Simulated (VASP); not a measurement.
# ZnO (P6_3mc) in VASP: a series of runs

The runs below take ZnO through single point, with r2SCAN.

Program: VASP 6.6.1. These are calculated values, not measurements. Logs are shortened: lines on timing, memory, paths and dates and some standing lists are left out, and cuts for length are marked.

**1. The cell of the first run**

The structure is hexagonal, space group P6_3mc (No. 186). The conventional cell has a = 3.106 Å, b = 3.106 Å, c = 5.628 Å, α = 90.00°, β = 90.00°, γ = 120.00°. Within 2.5 Å of Zn (site symmetry 3m) lie 4 O at 1.92 to 2.14 Å. O (site symmetry 3m) has 4 Zn at 1.92 to 2.14 Å within 2.5 Å.

**2. Single point, r2SCAN (strain -0.040 along x and y, +0.080 along z)**

Input file POSCAR:

```
ZnO
1.0
    3.1057925798      0.0000000000      0.0000000000
   -1.5528962899      2.6896952730      0.0000000000
    0.0000000000      0.0000000000      5.6283293093
Zn O
2 2
Direct
    0.3333333333      0.6666666667      0.0012360734
    0.6666666667      0.3333333333      0.5012360734
    0.3333333333      0.6666666667      0.3808639266
    0.6666666667      0.3333333333      0.8808639266
```

Input file INCAR.step1:

```
SYSTEM = ZnO
  PREC = Accurate
  ENCUT = 520
  ISMEAR = 0
  SIGMA = 0.05
  LREAL = .False.
  LASPH = .True.
  NELM = 60
  NBANDS = 26
  GGA = PE
  ALGO = Normal
  EDIFF = 1E-4
  LWAVE = .True.
  LCHARG = .False.
```

Input file INCAR.step2:

```
SYSTEM = ZnO
  PREC = Accurate
  ENCUT = 520
  EDIFF = 1E-6
  ISMEAR = 0
  SIGMA = 0.05
  LREAL = .False.
  LASPH = .True.
  NELM = 60
  ALGO = Normal
  ISIF = 2
  LWAVE = .False.
  LCHARG = .False.
  METAGGA = R2SCAN
  LMIXTAU = .True.
  NBANDS = 26
  ISTART = 1
```

Input file KPOINTS:

```
regular mesh
0
Gamma
  12 12 6
  0 0 0
```

Potentials or basis: VASP PAW PBE potentials, release 64 (Zn, O).

On the command line:

```console
$ cat potpaw_PBE.64/Zn/POTCAR potpaw_PBE.64/O/POTCAR > POTCAR
$ cp INCAR.step1 INCAR
$ mpirun -np 1 vasp_std > vasp.out
$ cp INCAR.step2 INCAR
$ mpirun -np 1 vasp_std > vasp.out
```

OUTCAR:

```text
SYSTEM = ZnO
   PREC = Accurate
   ENCUT = 520
   EDIFF = 1E-6
   ISMEAR = 0
   LREAL = .False.
   LASPH = .True.
   NELM = 60
   ISIF = 2
   METAGGA = R2SCAN
   ISTART = 1

 ion  position               nearest neighbor table
   1  0.333  0.667  0.001-   4 1.92   4 1.92   4 1.92   3 2.14
   2  0.667  0.333  0.501-   3 1.92   3 1.92   3 1.92   4 2.14
   3  0.333  0.667  0.381-   2 1.92   2 1.92   2 1.92   1 2.14
   4  0.667  0.333  0.881-   1 1.92   1 1.92   1 1.92   2 2.14

  LATTYP: Found a hexagonal cell.
 ALAT       =     3.1057925798
 C/A-ratio  =     1.8122038625

  Lattice vectors:

 A1 = (   3.1057925798,   0.0000000000,   0.0000000000)
 A2 = (  -1.5528962899,   2.6896952730,   0.0000000000)
 A3 = (   0.0000000000,   0.0000000000,   5.6283293093)

Analysis of symmetry for initial positions (statically):
=====================================================================
 Subroutine PRICEL returns:
 Original cell was already a primitive cell.

 Routine SETGRP: Setting up the symmetry group for a
 hexagonal supercell.

 Subroutine GETGRP returns: Found 12 space group operations
 (whereof  6 operations were pure point group operations)
 out of a pool of 24 trial point group operations.

The static configuration has the point symmetry C_3v.
 The point group associated with its full space group is C_6v.

Analysis of symmetry for dynamics (positions and initial velocities):
=====================================================================
 Subroutine PRICEL returns:
 Original cell was already a primitive cell.

 Routine SETGRP: Setting up the symmetry group for a
 hexagonal supercell.

 Subroutine GETGRP returns: Found 12 space group operations
 (whereof  6 operations were pure point group operations)
 out of a pool of 24 trial point group operations.

The dynamic configuration has the point symmetry C_3v.
 The point group associated with its full space group is C_6v.

 Subroutine INISYM returns: Found 12 space group operations
 (whereof  6 operations are pure point group operations),
 and found     1 'primitive' translations

----------------------------------------------------------------------------------------

                                     Primitive cell

  volume of cell :      47.0170

  direct lattice vectors                    reciprocal lattice vectors
     3.105792580  0.000000000  0.000000000     0.321979004  0.185894664  0.000000000
    -1.552896290  2.689695273  0.000000000     0.000000000  0.371789329  0.000000000
     0.000000000  0.000000000  5.628329309     0.000000000  0.000000000  0.177672617

  length of vectors
     3.105792580  3.105792580  5.628329309     0.371789329  0.371789329  0.177672617

  position of ions in fractional coordinates (direct lattice)
     0.333333333  0.666666667  0.001236073
     0.666666667  0.333333333  0.501236073
     0.333333333  0.666666667  0.380863927
     0.666666667  0.333333333  0.880863927

  ion indices of the primitive-cell ions
   primitive index   ion index
                 1           1
                 2           2
                 3           3
                 4           4

----------------------------------------------------------------------------------------

 KPOINTS: regular mesh

Automatic generation of k-mesh.
 Grid dimensions read from file:
 generate k-points for:   12   12    6

 Generating k-lattice:

  Cartesian coordinates                     Fractional coordinates (reciprocal lattice)
     0.026831584  0.015491222  0.000000000     0.083333333  0.000000000  0.000000000
     0.000000000  0.030982444  0.000000000     0.000000000  0.083333333  0.000000000
     0.000000000  0.000000000  0.029612103     0.000000000  0.000000000  0.166666667

  Length of vectors
     0.030982444  0.030982444  0.029612103

  Shift w.r.t. Gamma in fractional coordinates (k-lattice)
     0.000000000  0.000000000  0.000000000

 Subroutine IBZKPT returns following result:
 ===========================================

 Found     76 irreducible k-points:

 Following reciprocal coordinates:
            Coordinates               Weight
  0.000000  0.000000  0.000000      1.000000
  0.083333  0.000000  0.000000      6.000000
  0.166667  0.000000  0.000000      6.000000
  0.250000  0.000000  0.000000      6.000000
  0.333333  0.000000  0.000000      6.000000
  0.416667  0.000000  0.000000      6.000000
[... 16 lines left out ...]
  0.250000  0.000000  0.166667     12.000000
  0.333333  0.000000  0.166667     12.000000
 [... further k-points ...]
   k-points           NKPTS =     76   k-points in BZ     NKDIM =     76   number of bands    NBANDS=     26
   number of dos      NEDOS =    301   number of ions     NIONS =      4
   total plane-waves  NPLWV =  24192
   dimension x,y,z NGX =    24 NGY =   24 NGZ =   42
   dimension x,y,z NGXF=    48 NGYF=   48 NGZF=   84
   ions per type =               2   2
   NGX,Y,Z   is equivalent  to a cutoff of  12.85, 12.85, 12.41 a.u.
   NGXF,Y,Z  is equivalent  to a cutoff of  25.69, 25.69, 24.81 a.u.
 SYSTEM =  ZnO
   PREC   = accura    normal or accurate (medium, high low for compatibility)
   ISTART =      1    job   : 0-new  1-cont  2-samecut
   ICHARG =      0    charge: 1-file 2-atom 10-const
   ISPIN  =      1    spin polarized calculation?
   LNONCOLLINEAR =      F non collinear calculations
   LSORBIT =      F    spin-orbit coupling
   LASPH  =      T    aspherical Exc in radial PAW
   ENCUT  =  520.0 eV  38.22 Ry    6.18 a.u.   5.77  5.77 10.46*2*pi/ulx,y,z
   NELM   =     60;   NELMIN=  2; NELMDL=  0     # of ELM steps
   EDIFF  = 0.1E-05   stopping-criterion for ELM
   LREAL  =      F    real-space projection
   EDIFFG = 0.1E-04   stopping-criterion for IOM
   NSW    =      0    number of steps for IOM
   IBRION =     -1    ionic relax: 0-MD 1-quasi-New 2-CG
   NFREE  =      0    steps in history (QN), initial steepest desc. (CG)
   ISIF   =      2    stress and relaxation
   ISYM   =      2    0-nonsym 1-usesym 2-fastsym
   POTIM  = 0.5000    time-step for ionic-motion
   TEBEG  =    0.0;   TEEND  =   0.0 temperature during run
   PSTRESS=    0.0 pullay stress
   NELECT =      36.0000    total number of electrons
   NUPDOWN=      -1.0000    fix difference up-down
   EMIN   =  10.00;   EMAX   =-10.00  energy-range for DOS
   EFERMI =   0.00;   METHOD = LEGACY
   ISMEAR =     0;   SIGMA  =   0.05  broadening in eV -4-tet -1-fermi 0-gaus
   EFERMI_NEDOS =   21; number of points for ismear=-14 and -15
   IALGO  =     38    algorithm
   IMIX   =      4    mixing-type and parameters
     AMIX     =   0.40;   BMIX     =  1.00
     AMIX_MAG =   1.60;   BMIX_MAG =  1.00
  volume/ion in A,a.u.               =      11.75        79.32
  Fermi-wavevector in a.u.,A,eV,Ry     =   1.497697  2.830237 30.519182  2.243097
  Thomas-Fermi vector in A             =   2.609552
   LORBIT       =      0    0 simple, 1 ext, 2 COOP (PROOUT), +10 PAW based schemes
   METAGGA = R2SCAN    functional components
   LHFCALC =     F    Hartree Fock is set to
   AEXX    =    0.0000 exact exchange contribution
   IVDW    =     0    specifies the selected vdW correction
   LEPSILON=     F    determine dielectric tensor
   LRPA    =     F    only Hartree local field effects (RPA)
 non-spin polarized calculation
 Gauss-broadening in eV      SIGMA  =   0.05
  energy-cutoff  :      520.00
  volume of cell :       47.02
 maximum number of plane-waves:      1279
 NGX is ok and might be reduce to    24
   NGX = 11   NGY = 11   NGZ = 21

 number of electron      36.0000008 magnetization

 Free energy of the ion-electron system (eV)
  ---------------------------------------------------
  ext. energy  EPLUGINS =         0.00000000
  ---------------------------------------------------
  free energy    TOTEN  =       -36.00646996 eV

  energy without entropy =      -36.00646996  energy(sigma->0) =      -36.00646996

 E-fermi :   1.4060     XC(G=0): -11.7293

 val. band max:        1.1142933094   @ k =   0.0000   0.0000   0.0000
 cond. band min:       2.0718930859   @ k =   0.0000   0.0000   0.0000
 fundamental gap:      0.9575997765
 Fermi energy:         1.4059963804

 k-point     1 :       0.0000    0.0000    0.0000
  band No.  band energies     occupation
      1     -18.2716      2.00000
      2     -17.7484      2.00000
      3      -5.1070      2.00000
      4      -5.0266      2.00000
      5      -5.0265      2.00000
      6      -4.9332      2.00000
[... 18 lines left out ...]
     25      17.0523      0.00000
     26      17.0525      0.00000

 k-point     2 :       0.0833    0.0000    0.0000
  band No.  band energies     occupation
      1     -18.2285      2.00000
      2     -17.7212      2.00000
      3      -5.0853      2.00000
      4      -5.0215      2.00000
      5      -4.9985      2.00000
      6      -4.9110      2.00000
[... 18 lines left out ...]
     25      16.3433      0.00000
     26      17.1253      0.00000

 k-point     3 :       0.1667    0.0000    0.0000
  band No.  band energies     occupation
      1     -18.1083      2.00000
      2     -17.6473      2.00000
      3      -5.1985      2.00000
      4      -4.9353      2.00000
      5      -4.9234      2.00000
      6      -4.8116      2.00000
[... 18 lines left out ...]
     25      16.0556      0.00000
     26      16.7113      0.00000

 k-point     4 :       0.2500    0.0000    0.0000
  band No.  band energies     occupation
      1     -17.9361      2.00000
      2     -17.5482      2.00000
      3      -5.3159      2.00000
      4      -4.9797      2.00000
      5      -4.8278      2.00000
      6      -4.6386      2.00000
[... 18 lines left out ...]
     25      15.9932      0.00000
     26      16.0676      0.00000
[... 496 lines left out ...]
      1     -18.0787      2.00000
      2     -17.6795      2.00000
      3      -5.2104      2.00000
      4      -5.0285      2.00000
      5      -4.9133      2.00000
      6      -4.8113      2.00000
[... 18 lines left out ...]
     25      16.0722      0.00000
     26      16.9067      0.00000

 k-point    23 :       0.2500    0.0000    0.1667
  band No.  band energies     occupation
      1     -17.9108      2.00000
      2     -17.5749      2.00000
      3      -5.3244      2.00000
      4      -5.0526      2.00000
      5      -4.8145      2.00000
      6      -4.6468      2.00000
[... 18 lines left out ...]
     25      16.0906      0.00000
     26      16.4292      0.00000

 k-point    24 :       0.3333    0.0000    0.1667
  band No.  band energies     occupation
      1     -17.7309      2.00000
      2     -17.4746      2.00000
      3      -5.3753      2.00000
      4      -5.0908      2.00000
      5      -4.7277      2.00000
      6      -4.4638      2.00000
[... 18 lines left out ...]
     25      15.8237      0.00000
     26      16.2831      0.00000

 [... further k-points ...]
[... 5 lines left out ...]
  --------------------------------------------------------------------------------------
  -------------------------------------------------------------------------------------
  Total        3.9034922      3.9034922     -3.5891818      0.0000000      0.0000000      0.0000000
  in kB      133.0175273    133.0175273   -122.3069163      0.0000000      0.0000000      0.0000000
  external PRESSURE =      47.9093794 kB  Pullay stress =       0.0000000 kB

 VOLUME and BASIS-vectors are now :
 -----------------------------------------------------------------------------
  energy-cutoff  :      520.00
  volume of cell :       47.02
      direct lattice vectors                 reciprocal lattice vectors
     3.105792580  0.000000000  0.000000000     0.321979004  0.185894664  0.000000000
    -1.552896290  2.689695273  0.000000000     0.000000000  0.371789329  0.000000000
     0.000000000  0.000000000  5.628329309     0.000000000  0.000000000  0.177672617

 POSITION                                       TOTAL-FORCE (eV/Angst)
 -----------------------------------------------------------------------------------
     -0.00000      1.79313      0.00696        -0.000000     -0.000000      0.768560
      1.55290      0.89657      2.82112        -0.000000     -0.000000      0.768560
     -0.00000      1.79313      2.14363        -0.000000      0.000000     -0.768560
      1.55290      0.89657      4.95779         0.000000      0.000000     -0.768560
 -----------------------------------------------------------------------------------
    total drift:                                0.000000      0.000000     -0.021679

  FREE ENERGIE OF THE ION-ELECTRON SYSTEM (eV)
  ---------------------------------------------------
  free  energy   TOTEN  =       -36.0064699578 eV

  energy  without entropy=      -36.0064699578  energy(sigma->0) =      -36.00646996
```

Wall time 2.2 min (1 thread of Intel Xeon 6975P-C (Granite Rapids), shared host); peak memory 0.21 GiB.

What came out:

```yaml
Free_energy: -36.0065 eV
Pressure: 4.8 GPa
Largest_force: 0.769 eV/Å
Band_gap_on_the_k_mesh: 0.96 eV
```

Forces on the atoms (eV/Å):
```
Zn   0.000  0.000  0.769
Zn   0.000  0.000  0.769
O    0.000  0.000 -0.769
O    0.000  0.000 -0.769
```

Caveat: the cell differs from its parent crystal (strain -0.040 along x and y, +0.080 along z); the cell stands under pressure; the PAW data sets were made with another functional, which shifts forces and pressure a little.

**3. Single point, r2SCAN (strain +0.000 along x and y, +0.040 along z)**

Input file POSCAR:

```
ZnO
1.0
    3.2352006039      0.0000000000      0.0000000000
   -1.6176003019      2.8017659094      0.0000000000
    0.0000000000      0.0000000000      5.4198726682
Zn O
2 2
Direct
    0.3333333333      0.6666666667      0.0012360734
    0.6666666667      0.3333333333      0.5012360734
    0.3333333333      0.6666666667      0.3808639266
    0.6666666667      0.3333333333      0.8808639266
```

Input file INCAR.step1:

```
SYSTEM = ZnO
PREC = Accurate
ENCUT = 520
ISMEAR = 0
SIGMA = 0.05
LREAL = .FALSE.
LASPH = .TRUE.
NELM = 80
NBANDS = 26
GGA = PE
ALGO = Normal
EDIFF = 1E-4
LWAVE = .TRUE.
LCHARG = .FALSE.
```

Input file INCAR.step2:

```
SYSTEM = ZnO
PREC = Accurate
ENCUT = 520
EDIFF = 1E-7
ISMEAR = 0
SIGMA = 0.05
LREAL = .FALSE.
LASPH = .TRUE.
NELM = 80
ALGO = Normal
ISIF = 2
LWAVE = .FALSE.
LCHARG = .FALSE.
METAGGA = R2SCAN
LMIXTAU = .TRUE.
NBANDS = 26
ISTART = 1
```

Input file KPOINTS:

```
Automatic mesh
0
G
  12 12 6
  0 0 0
```

Potentials or basis: VASP PAW PBE potentials, release 64 (Zn, O).

On the command line:

```console
$ cat potpaw_PBE.64/Zn/POTCAR potpaw_PBE.64/O/POTCAR > POTCAR
$ cp INCAR.step1 INCAR
$ mpirun -np 1 vasp_std > vasp.out
$ cp INCAR.step2 INCAR
$ mpirun -np 1 vasp_std > vasp.out
```

Run time: 2.5 min. Hardware: 1 thread of Intel Xeon 6975P-C (Granite Rapids), shared host; peak memory 0.22 GiB.

It converged, with:

- Free energy: -36.2644 eV
- Pressure: -4.1 GPa
- Largest force: 0.253 eV/Å
- Band gap on the k mesh: 1.11 eV

Forces in eV/Å, atoms in the order of the input:
```
Zn   0.000  0.000  0.253
Zn   0.000  0.000  0.253
O    0.000  0.000 -0.253
O    0.000  0.000 -0.253
```

Stress tensor (GPa, compression positive):
```
-1.54  0.00  0.00
 0.00 -1.54  0.00
 0.00  0.00 -9.26
```

Levels at points of the mesh, in eV from the valence-band top:
```tsv
k point	band 16	band 17	band 18	band 19	band 20	band 21
(0.00, 0.00, 0.00)	-0.19	0.00	0.00	1.11	5.80	8.30
(0.50, 0.00, 0.00)	-2.11	-1.32	-0.87	6.25	7.32	7.74
(0.00, 0.00, 0.50)	-0.34	-0.34	-0.34	3.75	3.75	10.34
(0.50, 0.00, 0.50)	-1.48	-1.46	-1.46	6.08	6.08	8.95
```

Caveat: the cell differs from its parent crystal (strain +0.000 along x and y, +0.040 along z); the cell stands under tension; the PAW data sets were made with another functional, which shifts forces and pressure a little.

(Continued in part 2 of 2.)
